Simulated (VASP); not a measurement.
The system is Sn.

```
Sn
1.0
     0.00000    3.32913    3.32913
     3.32913    0.00000    3.32913
     3.32913    3.32913    0.00000
Sn
2
Direct
  0.00000 0.00000 0.00000
  0.25000 0.25000 0.25000
```

```yaml
Program: VASP 6.6.1
Task: relaxation of cell and atoms
Functional: r2SCAN
Potentials_or_basis: VASP PAW PBE potentials, release 64 (Sn_d)
Cutoff: 600 eV
k_mesh: 6 × 6 × 6
Occupations: fermi-dirac, width 0.02 eV
Spin: no spin polarisation
```

At the start: pressure -1.6 GPa; volume 36.90 Å³/atom.

Where does the relaxation end?

Over 3 steps the energy falls by 7.3 meV/atom and the volume is 35.45 Å³/atom (-3.9 %); space group Fd-3m (No. 227, to 0.05 Å).

The path:
```
step  energy change (eV)  largest force (eV/Å)  pressure (GPa)  volume (Å³)
   1              0.0000                0.0000           -1.56        73.79
   2             -0.0132                0.0000            0.53        70.03
   3             -0.0146                0.0000            0.00        70.89
```

Final structure:
```
Sn
1.0
     0.00000    3.28487    3.28487
     3.28487    0.00000    3.28487
     3.28487    3.28487    0.00000
Sn
2
Direct
  0.00000 0.00000 0.00000
  0.25000 0.25000 0.25000
```

Caveat: the PAW data sets were made with another functional, which shifts forces and pressure a little.
